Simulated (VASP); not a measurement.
## Ni: single point with PBEsol

Ni:

```
Ni
1.0
     2.44802    0.00000    0.00000
    -1.22401    2.12005    0.00000
     0.00000    0.00000    4.07281
Ni
2
Direct
  0.66667 0.33333 0.75000
  0.33333 0.66667 0.25000
```

```yaml
Program: VASP 6.6.1
Task: single point
Functional: PBEsol
Potentials_or_basis: VASP PAW PBE potentials, release 64 (Ni_sv_GW)
Cutoff: 590 eV
k_mesh: 10 × 10 × 6
Occupations: fermi-dirac, width 0.05 eV
Spin: collinear spin, ferromagnetic start
Starting_moments: "[0.5, 0.5] μB"
Fixed_moment: 1 μB
```

```
Pressure                                              : -7.8 GPa
Net moment                                            : 1.00 μB per cell
Site moments                                          : Ni +0.53 μB
Valence electrons inside the program's atomic spheres : Ni 16.39
```

Stress tensor (GPa, compression positive):
```
-6.87  0.00  0.00
 0.00 -6.87  0.00
 0.00  0.00 -9.79
```

Run time: 89 s on 1 thread of Intel(R) Xeon(R) Platinum 8259CL CPU @ 2.50GHz (Skylake/Cascade Lake) (shared host), peak memory 0.2 GiB.

Caveat: the PAW data sets were made with another functional, which shifts forces and pressure a little; the total moment is fixed, so each spin has its own Fermi level.
